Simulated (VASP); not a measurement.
Write the native input for VASP 6.6.1 that does the following.

```yaml
Task: single point
Functional: PBEsol
Potentials_or_basis: VASP PAW PBE potentials, release 64 (Ga_d, Sb)
Cutoff: 500 eV
k_mesh: 8 × 8 × 8
Occupations: fermi-dirac, width 0.1 eV
Spin: no spin polarisation
Dipole_correction: no
Further_INCAR_settings: ALGO = Normal; EDIFF = 1e-06; NBANDS = 16
```

The structure of GaSb lies in POSCAR:

```
GaSb
1.0
   -2.7534340000      2.7534340000      1.5907070000
    2.7534340000     -2.7534340000      1.5907070000
    2.7534340000      2.7534340000     -1.5907070000
Ga Sb
1 1
Direct
    0.7500000000      0.2500000000      0.5000000000
    0.0000000000      0.0000000000      0.0000000000
```

These files were run (other wordings do the same):

INCAR

```
  PREC = Accurate
  ENCUT = 500
  EDIFF = 1E-6
  ISMEAR = -1
  SIGMA = 0.1
  LREAL = False
  LASPH = True
  NELM = 120
  ALGO = Normal
  ISIF = 2
  LWAVE = False
  LCHARG = False
  GGA = PS
  NBANDS = 16
  GGA_COMPAT = False
```

KPOINTS

```
Automatic mesh
0
Gamma
  8 8 8
```

Potentials or basis: VASP PAW PBE potentials, release 64 (Ga_d, Sb).

Launch:

```bash
$ cat potpaw_PBE.64/Ga_d/POTCAR potpaw_PBE.64/Sb/POTCAR > POTCAR
$ mpirun -np 1 vasp_std > vasp.out
```

Results of the run:

The pressure is -2.9 GPa and the band gap on the k mesh is zero (bands 9 and 10 overlap by 3.82 eV).

Caveat: the PAW data sets were made with another functional, which shifts forces and pressure a little; spin-orbit coupling is left out, which moves the levels of the heavy elements.

Wall time 11 s on 1 thread of Intel(R) Xeon(R) 6975P-C (Granite Rapids) (shared host), peak memory 0.2 GiB.
